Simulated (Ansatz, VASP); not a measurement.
One calculation of Se, two programs

INCAR

```
ALGO     = Normal         # electronic algorithm
EDIFF    = 1E-6           # SCF threshold, eV
ENCUT    = 520            # plane-wave cutoff, eV
GGA      = PS             # functional
ISIF     = 2              # what is computed and relaxed
ISMEAR   = 0              # smearing method
LASPH    = T              # aspherical terms in the spheres
LCHARG   = T              # write CHGCAR
LELF     = T              # ELF
LREAL    = F              # projectors in reciprocal space
LVHAR    = T            
LWAVE    = F              # write WAVECAR
NBANDS   = 9              # bands
NELM     = 100            # most SCF steps
PREC     = Accurate       # precision mode
SIGMA    = 0.1            # smearing width, eV
```

File KPOINTS:

```
k-points
0
Gamma
  14 14 14
```

File POSCAR:

```
Se
1.0
    2.8207934694      0.0000000000      0.0000000000
    0.0000000000      2.8207934694      0.0000000000
    0.0000000000      0.0000000000      2.8207934694
Se
1
Direct
    0.0000000000      0.0000000000      0.0000000000
```

Input for Ansatz:

```yaml
crystal:
  lattice:
    - [2.8207934694, 0.0, 0.0]
    - [0.0, 2.8207934694, 0.0]
    - [0.0, 0.0, 2.8207934694]
  atoms:
    - { symbol: Se, position: [0.0, 0.0, 0.0] }
basis:
  ecutwfc: 420
kpoints:
  mp_grid: { grid: [14, 14, 14] }
hamiltonian:
  xc: pbesol
scf:
  occupations: { method: gaussian, width: 0.1 }
output:
  forces: true
  stress: true
  eigenvalues: true
```

Alike in both runs: task single point; functional PBEsol; k mesh 14 × 14 × 14; occupations gaussian, width 0.1 eV; no spin polarisation.

```csv
,VASP,Ansatz
version,VASP 6.6.1,Ansatz 0.2.0
potentials or method,"VASP PAW PBE potentials, release 64 (Se), cutoff 520 eV","scalar-relativistic, plane waves, PAW"
valence electrons in the cell,6,16
```

```tsv
	VASP	Ansatz	Ansatz less VASP
gap on the k mesh at the Fermi level (eV)	none	none	-
pressure (GPa)	-2.8	-2.9	-0.09
```

VASP's potentials were made for PBE, not for PBEsol. A gap of «none» marks a metal or a gap that the smearing closes. With one functional, cell and mesh, what is left measures potentials, basis and numerics. VASP's potentials hold 6 valence electrons a cell and Ansatz's 16, so a difference there can come from the potentials and not from the codes.
